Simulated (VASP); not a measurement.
# WSe2 (C2/m) in VASP: a series of runs

The runs below take WSe2 through single point, with PBE.

All numbers are computed with VASP 6.6.1; they aren't measurements. Logs are shortened: lines on timing, memory, paths and dates and some standing lists are left out, and cuts for length are marked.

## (1) The cell of the first run

It takes space group C2/m (No. 12, monoclinic). Conventional cell: a = 5.752 Å, b = 3.321 Å, c = 15.287 Å, α = 90.00°, β = 93.60°, γ = 90.00°. W (site symmetry m) has 6 Se at 2.55 Å and 6 W at 3.32 Å within 3.4 Å. Se (site symmetry m) has 3 W at 2.55 Å and 7 Se at 3.32 to 3.36 Å within 3.4 Å. Se (site symmetry m) has 3 W at 2.55 Å and 7 Se at 3.32 to 3.36 Å within 3.4 Å.

## (2) Single point, PBE (the part above a cut slid along it)

Input file INCAR:

```
SYSTEM = WSe2
ALGO = Normal ; EDIFF = 1E-6
ENCUT = 520 ; GGA = PE
ISIF = 2 ; ISMEAR = 0
LASPH = .TRUE. ; LCHARG = .TRUE.
LELF = .TRUE. ; LREAL = .FALSE.
LVHAR = .TRUE. ; LWAVE = .FALSE.
NBANDS = 35 ; NELM = 80
PREC = Accurate ; SIGMA = 0.05
```

Input file KPOINTS:

```
k-points
0
G
  9 9 2
  0 0 0
```

Input file POSCAR:

```
WSe2
1.0
   -3.3206937274      0.0000000000      0.0000000000
   -1.6603468637     -2.8758051261      0.0000000000
   -0.8303394665     -0.4793967145     15.2573262715
W Se
2 4
Direct
    0.2916583333      0.2916583333      0.2500000000
    0.5416416667      0.5416416667      0.7500000000
    0.2266420121      0.2266420121      0.6400199235
    0.6433253454      0.6433253454      0.1400199235
    0.1899746546      0.1899746546      0.8599800765
    0.6066579879      0.6066579879      0.3599800765
```

Potentials or basis: VASP PAW PBE potentials, release 64 (W_sv, Se).

Launch:

```console
> cat potpaw_PBE.64/W_sv/POTCAR potpaw_PBE.64/Se/POTCAR > POTCAR
> mpirun -np 1 vasp_std > vasp.out
```

OUTCAR:

```text
SYSTEM = WSe2
   EDIFF = 1E-6
   ENCUT = 520
   GGA = PE
   ISIF = 2
   ISMEAR = 0
   LASPH = .TRUE.
   LREAL = .FALSE.
   NELM = 80
   PREC = Accurate

 ion  position               nearest neighbor table
   1  0.292  0.292  0.250-   6 2.55   6 2.55   4 2.55   4 2.55   4 2.55   6 2.55
   2  0.542  0.542  0.750-   3 2.55   3 2.55   5 2.55   5 2.55   5 2.55   3 2.55
   3  0.227  0.227  0.640-   2 2.55   2 2.55   2 2.55
   4  0.643  0.643  0.140-   1 2.55   1 2.55   1 2.55
   5  0.190  0.190  0.860-   2 2.55   2 2.55   2 2.55
   6  0.607  0.607  0.360-   1 2.55   1 2.55   1 2.55

  LATTYP: Found a base centered monoclinic cell.
 ALAT       =     5.7516102522
 B/A-ratio  =     0.5773502692
 C/A-ratio  =     2.6579378524
 COS(beta)  =    -0.0627177945

  Lattice vectors:

 A1 = (   3.3206937274,   0.0000000000,   0.0000000000)
 A2 = (   1.6603468637,   2.8758051261,   0.0000000000)
 A3 = (  -0.8303394665,  -0.4793967145,  15.2573262715)

Analysis of symmetry for initial positions (statically):
=====================================================================
 Subroutine PRICEL returns:
 Original cell was already a primitive cell.

 Routine SETGRP: Setting up the symmetry group for a
 base centered monoclinic supercell.

 Subroutine GETGRP returns: Found  4 space group operations
 (whereof  2 operations were pure point group operations)
 out of a pool of  4 trial point group operations.

The static configuration has the point symmetry C_1h.
 The point group associated with its full space group is C_2h.

Analysis of symmetry for dynamics (positions and initial velocities):
=====================================================================
 Subroutine PRICEL returns:
 Original cell was already a primitive cell.

 Routine SETGRP: Setting up the symmetry group for a
 base centered monoclinic supercell.

 Subroutine GETGRP returns: Found  4 space group operations
 (whereof  2 operations were pure point group operations)
 out of a pool of  4 trial point group operations.

The dynamic configuration has the point symmetry C_1h.
 The point group associated with its full space group is C_2h.

 Subroutine INISYM returns: Found  4 space group operations
 (whereof  2 operations are pure point group operations),
 and found     1 'primitive' translations

----------------------------------------------------------------------------------------

                                     Primitive cell

  volume of cell :     145.7024

  direct lattice vectors                    reciprocal lattice vectors
    -3.320693727  0.000000000  0.000000000    -0.301141894  0.173864354 -0.010925899
    -1.660346864 -2.875805126  0.000000000     0.000000000 -0.347728708 -0.010925899
    -0.830339467 -0.479396714 15.257326272     0.000000000  0.000000000  0.065542283

  length of vectors
     3.320693727  3.320693727 15.287422601     0.347900315  0.347900315  0.065542283

  position of ions in fractional coordinates (direct lattice)
     0.291658333  0.291658333  0.250000000
     0.541641667  0.541641667  0.750000000
     0.226642012  0.226642012  0.640019923
     0.643325345  0.643325345  0.140019923
     0.189974655  0.189974655  0.859980077
     0.606657988  0.606657988  0.359980077

  ion indices of the primitive-cell ions
   primitive index   ion index
                 1           1
                 2           2
                 3           3
                 4           4
                 5           5
                 6           6

----------------------------------------------------------------------------------------

 KPOINTS: k-points

Automatic generation of k-mesh.
 Grid dimensions read from file:
 generate k-points for:    9    9    2

 Generating k-lattice:

  Cartesian coordinates                     Fractional coordinates (reciprocal lattice)
    -0.033460210  0.019318262 -0.001213989     0.111111111  0.000000000  0.000000000
     0.000000000 -0.038636523 -0.001213989     0.000000000  0.111111111 -0.000000000
     0.000000000  0.000000000  0.032771142     0.000000000  0.000000000  0.500000000

  Length of vectors
     0.038655591  0.038655591  0.032771142

  Shift w.r.t. Gamma in fractional coordinates (k-lattice)
     0.000000000  0.000000000  0.000000000

 Subroutine IBZKPT returns following result:
 ===========================================

 Found     50 irreducible k-points:

 Following reciprocal coordinates:
            Coordinates               Weight
  0.000000  0.000000  0.000000      1.000000
  0.111111  0.000000  0.000000      4.000000
  0.222222  0.000000  0.000000      4.000000
  0.333333  0.000000  0.000000      4.000000
  0.444444  0.000000  0.000000      4.000000
  0.111111  0.111111 -0.000000      2.000000
[... 16 lines left out ...]
 -0.333333  0.333333 -0.000000      2.000000
  0.444444  0.444444  0.000000      2.000000
 [... further k-points ...]
   k-points           NKPTS =     50   k-points in BZ     NKDIM =     50   number of bands    NBANDS=     35
   number of dos      NEDOS =    301   number of ions     NIONS =      6
   total plane-waves  NPLWV =  94080
   dimension x,y,z NGX =    28 NGY =   28 NGZ =  120
   dimension x,y,z NGXF=    56 NGYF=   56 NGZF=  240
   ions per type =               2   4
   NGX,Y,Z   is equivalent  to a cutoff of  14.02, 14.02, 13.05 a.u.
   NGXF,Y,Z  is equivalent  to a cutoff of  28.04, 28.04, 26.10 a.u.
 SYSTEM =  WSe2
   PREC   = accura    normal or accurate (medium, high low for compatibility)
   ISTART =      0    job   : 0-new  1-cont  2-samecut
   ICHARG =      2    charge: 1-file 2-atom 10-const
   ISPIN  =      1    spin polarized calculation?
   LNONCOLLINEAR =      F non collinear calculations
   LSORBIT =      F    spin-orbit coupling
   LASPH  =      T    aspherical Exc in radial PAW
   ENCUT  =  520.0 eV  38.22 Ry    6.18 a.u.   6.17  6.17 28.42*2*pi/ulx,y,z
   NELM   =     80;   NELMIN=  2; NELMDL= -5     # of ELM steps
   EDIFF  = 0.1E-05   stopping-criterion for ELM
   LREAL  =      F    real-space projection
   EDIFFG = 0.1E-04   stopping-criterion for IOM
   NSW    =      0    number of steps for IOM
   IBRION =     -1    ionic relax: 0-MD 1-quasi-New 2-CG
   NFREE  =      0    steps in history (QN), initial steepest desc. (CG)
   ISIF   =      2    stress and relaxation
   ISYM   =      2    0-nonsym 1-usesym 2-fastsym
   POTIM  = 0.5000    time-step for ionic-motion
   TEBEG  =    0.0;   TEEND  =   0.0 temperature during run
   PSTRESS=    0.0 pullay stress
   NELECT =      52.0000    total number of electrons
   NUPDOWN=      -1.0000    fix difference up-down
   EMIN   =  10.00;   EMAX   =-10.00  energy-range for DOS
   EFERMI =   0.00;   METHOD = LEGACY
   ISMEAR =     0;   SIGMA  =   0.05  broadening in eV -4-tet -1-fermi 0-gaus
   EFERMI_NEDOS =   21; number of points for ismear=-14 and -15
   IALGO  =     38    algorithm
   IMIX   =      4    mixing-type and parameters
     AMIX     =   0.40;   BMIX     =  1.00
     AMIX_MAG =   1.60;   BMIX_MAG =  1.00
  volume/ion in A,a.u.               =      24.28       163.87
  Fermi-wavevector in a.u.,A,eV,Ry     =   1.161236  2.194417 18.347025  1.348468
  Thomas-Fermi vector in A             =   2.297810
   LORBIT       =      0    0 simple, 1 ext, 2 COOP (PROOUT), +10 PAW based schemes
   GGA     = PE    functional components
   LHFCALC =     F    Hartree Fock is set to
   AEXX    =    0.0000 exact exchange contribution
   IVDW    =     0    specifies the selected vdW correction
   LEPSILON=     F    determine dielectric tensor
   LRPA    =     F    only Hartree local field effects (RPA)
 non-spin polarized calculation
 Gauss-broadening in eV      SIGMA  =   0.05
  energy-cutoff  :      520.00
  volume of cell :      145.70
 maximum number of plane-waves:      3946
 NGX is ok and might be reduce to    28
   NGX = 13   NGY = 13   NGZ = 57

 number of electron      51.9999997 magnetization

 Free energy of the ion-electron system (eV)
  ---------------------------------------------------
  ext. energy  EPLUGINS =         0.00000000
  ---------------------------------------------------
  free energy    TOTEN  =       -43.25488490 eV

  energy without entropy =      -43.25488490  energy(sigma->0) =      -43.25488490

 E-fermi :   4.5655     XC(G=0):  -9.5148

 val. band max:        4.1528913832   @ k =  -0.3333   0.3333  -0.0000
 cond. band min:       5.6810522113   @ k =  -0.3333   0.3333   0.5000
 fundamental gap:      1.5281608281
 Fermi energy:         4.5655235503

 k-point     1 :       0.0000    0.0000    0.0000
  band No.  band energies     occupation
      1     -69.9455      2.00000
      2     -69.9455      2.00000
      3     -34.1647      2.00000
      4     -34.1647      2.00000
      5     -34.0628      2.00000
      6     -34.0628      2.00000
[... 27 lines left out ...]
     34       7.2151      0.00000
     35       8.4290      0.00000

 k-point     2 :       0.1111    0.0000    0.0000
  band No.  band energies     occupation
      1     -69.9444      2.00000
      2     -69.9444      2.00000
      3     -34.1601      2.00000
      4     -34.1601      2.00000
      5     -34.0875      2.00000
      6     -34.0875      2.00000
[... 27 lines left out ...]
     34       7.3344      0.00000
     35       9.2680      0.00000

 k-point     3 :       0.2222    0.0000    0.0000
  band No.  band energies     occupation
      1     -69.9418      2.00000
      2     -69.9418      2.00000
      3     -34.1494      2.00000
      4     -34.1494      2.00000
      5     -34.1483      2.00000
      6     -34.1483      2.00000
[... 27 lines left out ...]
     34       7.8946      0.00000
     35       9.9883      0.00000
[... 723 lines left out ...]
 k-point    23 :      -0.3333    0.3333   -0.0000
  band No.  band energies     occupation
      1     -69.9355      2.00000
      2     -69.9355      2.00000
      3     -34.2182      2.00000
      4     -34.2182      2.00000
      5     -34.1968      2.00000
      6     -34.1968      2.00000
[... 27 lines left out ...]
     34       8.9898      0.00000
     35       9.7419      0.00000

 k-point    24 :       0.4444    0.4444    0.0000
  band No.  band energies     occupation
      1     -69.9368      2.00000
      2     -69.9368      2.00000
      3     -34.2638      2.00000
      4     -34.2638      2.00000
      5     -34.1261      2.00000
      6     -34.1261      2.00000
[... 27 lines left out ...]
     34       8.4988      0.00000
     35       8.5932      0.00000

 [... further k-points ...]

------------------------ aborting loop because EDIFF is reached ----------------------------------------

  FORCE on cell =-STRESS in cart. coord.  units (eV):
  Direction    XX          YY          ZZ          XY          YZ          ZX
  --------------------------------------------------------------------------------------
  -------------------------------------------------------------------------------------
  Total        0.2073889      0.2105271      0.3320475     -0.0027178      0.0037729      0.0065349
  in kB        2.2804961      2.3150050      3.6512708     -0.0298856      0.0414876      0.0718591
  external PRESSURE =       2.7489240 kB  Pullay stress =       0.0000000 kB

 VOLUME and BASIS-vectors are now :
 -----------------------------------------------------------------------------
  energy-cutoff  :      520.00
  volume of cell :      145.70
      direct lattice vectors                 reciprocal lattice vectors
    -3.320693727  0.000000000  0.000000000    -0.301141894  0.173864354 -0.010925899
    -1.660346864 -2.875805126  0.000000000     0.000000000 -0.347728708 -0.010925899
    -0.830339467 -0.479396714 15.257326272     0.000000000  0.000000000  0.065542283

 POSITION                                       TOTAL-FORCE (eV/Angst)
 -----------------------------------------------------------------------------------
     -1.66035     -0.95860      3.81433         0.000730      0.000421      0.000233
     -3.32069     -1.91720     11.44299        -0.000730     -0.000421     -0.000233
     -1.66035     -0.95860      9.76499         0.000287      0.000166     -0.049362
     -3.32069     -1.91720      2.13633         0.000798      0.000461     -0.045400
     -1.66035     -0.95860     13.12100        -0.000798     -0.000461      0.045400
     -3.32069     -1.91720      5.49233        -0.000287     -0.000166      0.049362
 -----------------------------------------------------------------------------------
    total drift:                               -0.000007     -0.000004      0.000003

  FREE ENERGIE OF THE ION-ELECTRON SYSTEM (eV)
  ---------------------------------------------------
  free  energy   TOTEN  =       -43.2548848983 eV

  energy  without entropy=      -43.2548848983  energy(sigma->0) =      -43.25488490
```

It took 7.9 min on 1 thread of Intel Xeon 8259CL, shared host; peak memory 0.41 GiB.

Results:

```yaml
Free_energy: -43.2549 eV
Pressure: 0.3 GPa
Largest_force: 0.049 eV/Å
Band_gap_on_the_k_mesh: 1.53 eV
```

Forces on the atoms (eV/Å):
```
W    0.001  0.000  0.000
W   -0.001  0.000  0.000
Se   0.000  0.000 -0.049
Se   0.001  0.000 -0.045
Se  -0.001  0.000  0.045
Se   0.000  0.000  0.049
```

Caveat: the cell differs from its parent crystal (the part above a cut slid along it); spin-orbit coupling is left out, which moves the levels of the heavy elements; this functional lacks dispersion, which binds layers or chains, so the pressure and a relaxed spacing across them are unreliable.

## (3) Single point, PBE (the part above a cut slid along it)

Input file INCAR:

```
  PREC = Accurate
  ENCUT = 520
  EDIFF = 1E-7
  ISMEAR = 0
  SIGMA = 0.05
  LREAL = False
  LASPH = True
  NELM = 80
  ALGO = Normal
  ISIF = 2
  LWAVE = False
  LCHARG = False
  GGA = PE
  NBANDS = 35
```

Input file KPOINTS:

```
Automatic mesh
0
Gamma
  9 9 2
```

Input file POSCAR:

```
WSe2
1.0
   -3.3206937274      0.0000000000      0.0000000000
   -1.6603468637     -2.8758051261      0.0000000000
   -2.4905202955     -1.4379025631     15.2573262715
W Se
2 4
Direct
    0.2083333333      0.2083333333      0.2500000000
    0.2916666667      0.2916666667      0.7500000000
    0.0133233716      0.0133233716      0.6400199235
    0.5966567049      0.5966567049      0.1400199235
   -0.0966567049     -0.0966567049      0.8599800765
    0.4866766284      0.4866766284      0.3599800765
```

Potentials or basis: VASP PAW PBE potentials, release 64 (W_sv, Se).

Launch:

```console
> cat potpaw_PBE.64/W_sv/POTCAR potpaw_PBE.64/Se/POTCAR > POTCAR
> mpirun -np 1 vasp_std > vasp.out
```

Run time: 9.1 min. Hardware: 1 thread of Intel Xeon 8259CL, shared host; peak memory 0.42 GiB.

The run converged. Its results:

```yaml
Free_energy: -43.2533 eV
Pressure: 0.3 GPa
Largest_force: 0.049 eV/Å
Band_gap_on_the_k_mesh: 1.53 eV
```

Forces in eV/Å, atoms in the order of the input:
```
W    0.001  0.001  0.001
W   -0.001 -0.001 -0.001
Se   0.000  0.000 -0.049
Se   0.001  0.001 -0.040
Se  -0.001 -0.001  0.040
Se   0.000  0.000  0.049
```

Stress tensor (GPa, compression positive):
```
0.24 0.00 0.01
0.00 0.23 0.01
0.01 0.01 0.40
```

Levels at points of the mesh, in eV from the valence-band top:
```csv
k point,band 23,band 24,band 25,band 26,band 27,band 28,band 29,band 30
"(0.00, 0.00, 0.00)",-1.25,-1.25,-0.55,-0.09,2.88,2.88,2.88,2.89
"(0.00, 0.00, 0.50)",-1.25,-1.25,-0.27,-0.26,2.88,2.88,2.88,2.89
```

Caveat: the cell differs from its parent crystal (the part above a cut slid along it); spin-orbit coupling is left out, which moves the levels of the heavy elements; this functional lacks dispersion, which binds layers or chains, so the pressure and a relaxed spacing across them are unreliable. A k mesh can miss the band edges.
